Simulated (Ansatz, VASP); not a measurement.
# Two plane-wave programs on InSb

```
CELL_PARAMETERS angstrom
5.92042 0.00000 0.00000
0.00000 5.93800 0.00000
0.00000 0.00000 3.22250
ATOMIC_POSITIONS crystal
In 0.00000 0.00000 0.00881
In 0.50000 0.50000 0.99120
Sb 0.00000 0.50000 0.27700
Sb 0.50000 0.00000 0.72300
```

Alike in both runs: task single point; functional PBE; k mesh 8 × 8 × 12; occupations gaussian, width 0.1 eV; no spin polarisation.

|  | VASP | Ansatz |
| --- | --- | --- |
| version | VASP 6.6.1 | Ansatz 0.2.0 |
| potentials or method | VASP PAW PBE potentials, release 64 (In_d, Sb), cutoff 520 eV | scalar-relativistic, plane waves, PAW |
| valence electrons in the cell | 36 | 56 |

```csv
,VASP,Ansatz,Ansatz less VASP
gap on the k mesh at the Fermi level (eV),none,none,-
pressure (GPa),0.0,0.1,+0.04
"traceless stress, the component that is largest in VASP (GPa)",0.53,0.55,+0.011
rms of the force components (eV/Å),0.022,0.022,+0.0001
```

Atom by atom the forces differ by 0.000 eV/Å (rms over components). A gap of «none» marks a metal or a gap that the smearing closes. VASP's potentials hold 36 valence electrons a cell and Ansatz's 56, so a difference there can come from the potentials and not from the codes.

Spin-orbit coupling is off throughout.
